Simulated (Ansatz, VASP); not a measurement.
## Be24NO: VASP beside Ansatz

File INCAR:

```
ALGO     = Normal         # electronic algorithm
DIPOL    = 0.5 0.5 0.291
EDIFF    = 1E-6           # SCF threshold, eV
ENCUT    = 520            # plane-wave cutoff, eV
GGA      = PE             # functional
GGA_COMPAT= False        
IDIPOL   = 3            
ISIF     = 2              # what is computed and relaxed
ISMEAR   = 0              # smearing method
ISPIN    = 2              # spin polarisation
KPAR     = 4            
LASPH    = True           # aspherical terms in the spheres
LCHARG   = False          # write CHGCAR
LDIPOL   = True         
LORBIT   = 11             # projections on sites
LREAL    = False          # projectors in reciprocal space
LWAVE    = False          # write WAVECAR
MAGMOM   = 0 0 0 0 0 0 0 0 0 0 0 0 0 0 0 0 0 0 0 0 0 0 0 0 1 0 # initial moments
NBANDS   = 52             # bands
NELM     = 200            # most SCF steps
NELMDL   = -8           
PREC     = Accurate       # precision mode
SIGMA    = 0.1            # smearing width, eV
```

File KPOINTS:

```
k-points
0
Gamma
  6 4 1
```

The input POSCAR:

```
Be24NO
1.0
    4.5254381411      0.0000000000      0.0000000000
    0.0000000000      7.1336190820      0.0000000000
    0.0000000000      0.0000000000     22.3685529248
Be N O
24 1 1
Direct
    0.0000000000      0.3750000000      0.1788224752
    0.0000000000      0.8750000000      0.1788224752
    0.5000000000      0.3750000000      0.1788224752
    0.5000000000      0.8750000000      0.1788224752
    0.2500000000      0.1250000000      0.2080237711
    0.2500000000      0.6250000000      0.2080237711
    0.7500000000      0.1250000000      0.2080237711
    0.7500000000      0.6250000000      0.2080237711
    0.2500000000      0.3750000000      0.2664263628
    0.2500000000      0.8750000000      0.2664263628
    0.7500000000      0.3750000000      0.2664263628
    0.7500000000      0.8750000000      0.2664263628
    0.0000000000      0.1250000000      0.2903069137
    0.0000000000      0.6250000000      0.2903069137
    0.5000000000      0.1250000000      0.2903069137
    0.5000000000      0.6250000000      0.2903069137
    0.0000000000      0.3750000000      0.3546814205
    0.0000000000      0.8750000000      0.3546814205
    0.5000000000      0.3750000000      0.3546814205
    0.5000000000      0.8750000000      0.3546814205
    0.2500000000      0.1250000000      0.3741213369
    0.2500000000      0.6250000000      0.3741213369
    0.7500000000      0.1250000000      0.3741213369
    0.7500000000      0.6250000000      0.3741213369
    0.7500000000      0.4583333333      0.4134622814
    0.8198393050      0.5281726383      0.4591473993
```

Input for Ansatz:

```yaml
crystal:
  lattice:
    - [4.5254381411, 0.0, 0.0]
    - [0.0, 7.133619082, 0.0]
    - [0.0, 0.0, 22.3685529248]
  atoms:
    - { symbol: Be, position: [0.0, 0.375, 0.1788224752] }
    - { symbol: Be, position: [0.0, 0.875, 0.1788224752] }
    - { symbol: Be, position: [0.5, 0.375, 0.1788224752] }
    - { symbol: Be, position: [0.5, 0.875, 0.1788224752] }
    - { symbol: Be, position: [0.25, 0.125, 0.2080237711] }
    - { symbol: Be, position: [0.25, 0.625, 0.2080237711] }
    - { symbol: Be, position: [0.75, 0.125, 0.2080237711] }
    - { symbol: Be, position: [0.75, 0.625, 0.2080237711] }
    - { symbol: Be, position: [0.25, 0.375, 0.2664263628] }
    - { symbol: Be, position: [0.25, 0.875, 0.2664263628] }
    - { symbol: Be, position: [0.75, 0.375, 0.2664263628] }
    - { symbol: Be, position: [0.75, 0.875, 0.2664263628] }
    - { symbol: Be, position: [0.0, 0.125, 0.2903069137] }
    - { symbol: Be, position: [0.0, 0.625, 0.2903069137] }
    - { symbol: Be, position: [0.5, 0.125, 0.2903069137] }
    - { symbol: Be, position: [0.5, 0.625, 0.2903069137] }
    - { symbol: Be, position: [0.0, 0.375, 0.3546814205] }
    - { symbol: Be, position: [0.0, 0.875, 0.3546814205] }
    - { symbol: Be, position: [0.5, 0.375, 0.3546814205] }
    - { symbol: Be, position: [0.5, 0.875, 0.3546814205] }
    - { symbol: Be, position: [0.25, 0.125, 0.3741213369] }
    - { symbol: Be, position: [0.25, 0.625, 0.3741213369] }
    - { symbol: Be, position: [0.75, 0.125, 0.3741213369] }
    - { symbol: Be, position: [0.75, 0.625, 0.3741213369] }
    - { symbol: "N", position: [0.75, 0.4583333333, 0.4134622814], spin: 1.0 }
    - { symbol: O, position: [0.819839305, 0.5281726383, 0.4591473993] }
basis:
  ecutwfc: 420
kpoints:
  mp_grid: { grid: [6, 4, 1] }
hamiltonian:
  xc: pbe
scf:
  occupations: { method: gaussian, width: 0.1 }
output:
  forces: true
  eigenvalues: true
  populations: true
  write_density: true
  write_potential: true
  elf: true
  volumetric_format: npy
magnetization:
  spin_polarized: true
efield:
  axis: 3
  dipole_correction: true
  ramp_width: 0.04
```

Alike in both runs: task single point; functional PBE; k mesh 6 × 4 × 1; occupations gaussian, width 0.1 eV; collinear spin.

|  | VASP | Ansatz |
| --- | --- | --- |
| version | VASP 6.6.1 | Ansatz 0.2.0 |
| potentials or method | VASP PAW PBE potentials, release 64 (Be, N, O), cutoff 520 eV | scalar-relativistic, plane waves, PAW |
| valence electrons in the cell | 59 | 59 |

|  | VASP | Ansatz | Ansatz less VASP |
| --- | --- | --- | --- |
| gap on the k mesh at the Fermi level (eV) | none | none | - |
| rms of the force components (eV/Å) | 1.443 | 1.289 | -0.1542 |
| net moment per atom (μB) | 0.01 | 0.00 | -0.001 |
| size of the moment on the site where the two differ most (μB) | 0.04 | 0.02 | -0.022 |

Site moments also hang on the region over which each program counts them. Atom by atom the forces differ by 0.176 eV/Å (rms over components). A gap of «none» marks a metal or a gap that the smearing closes. The functional is the same, so the differences come from potentials, cutoffs and numerics. Ansatz's warnings: xc potential rough in thin density.

Noted on VASP's run: the standard files for N, O and F lose accuracy on very short bonds.
